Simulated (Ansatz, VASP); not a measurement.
BN in VASP and in Ansatz

The input INCAR:

```
PREC = Accurate
ENCUT = 520
EDIFF = 1E-6
ISMEAR = 0
SIGMA = 0.05
LREAL = F
LASPH = T
NELM = 80
ALGO = Normal
ISIF = 2
LWAVE = F
LCHARG = F
GGA = PE
NBANDS = 26
```

File KPOINTS:

```
Automatic mesh
0
Gamma
  6 6 10
```

The input POSCAR:

```
BN
1.0
    4.4226829661      0.0000000000      0.0000000000
    0.0000000000      4.4226829661      0.0000000000
    0.0000000000      0.0000000000      2.3198000000
B N
4 4
Direct
    0.1742811368      0.8257188632      0.5000000000
    0.3257188632      0.3257188632      0.0000000000
    0.6742811368      0.6742811368      0.0000000000
    0.8257188632      0.1742811368      0.5000000000
    0.8126115048      0.8126115048      0.5000000000
    0.3126115048      0.6873884952      0.0000000000
    0.6873884952      0.3126115048      0.0000000000
    0.1873884952      0.1873884952      0.5000000000
```

Input for Ansatz:

```yaml
crystal:
  lattice:
    - [4.4226829661, 0.0, 0.0]
    - [0.0, 4.4226829661, 0.0]
    - [0.0, 0.0, 2.3198]
  atoms:
    - { symbol: B, position: [0.1742811368, 0.8257188632, 0.5] }
    - { symbol: B, position: [0.3257188632, 0.3257188632, 0.0] }
    - { symbol: B, position: [0.6742811368, 0.6742811368, 0.0] }
    - { symbol: B, position: [0.8257188632, 0.1742811368, 0.5] }
    - { symbol: "N", position: [0.8126115048, 0.8126115048, 0.5] }
    - { symbol: "N", position: [0.3126115048, 0.6873884952, 0.0] }
    - { symbol: "N", position: [0.6873884952, 0.3126115048, 0.0] }
    - { symbol: "N", position: [0.1873884952, 0.1873884952, 0.5] }
basis:
  ecutwfc: 520.0
kpoints:
  mp_grid: { grid: [6, 6, 10] }
hamiltonian:
  xc: pbe
  pseudopotentials: { kind: paw, azcp: { folder: soft_1 } }
scf:
  occupations: { method: gaussian, width: 0.05 }
output:
  forces: true
  stress: true
  eigenvalues: true
```

Alike in both runs: task single point; functional PBE; k mesh 6 × 6 × 10; occupations gaussian, width 0.05 eV; no spin polarisation.

```csv
,VASP,Ansatz
version,VASP 6.6.1,Ansatz 0.2.0
potentials or method,"VASP PAW PBE potentials, release 64 (B, N), cutoff 520 eV","scalar-relativistic, plane waves, PAW"
valence electrons in the cell,32,32
```

```tsv
	VASP	Ansatz	Ansatz less VASP
gap on the k mesh at the Fermi level (eV)	4.47	4.49	+0.016
least direct gap on the mesh (eV)	5.97	5.98	+0.015
rms of the force components (eV/Å)	0.547	0.534	-0.0127
```

Atom by atom the forces differ by 0.014 eV/Å (rms over components).
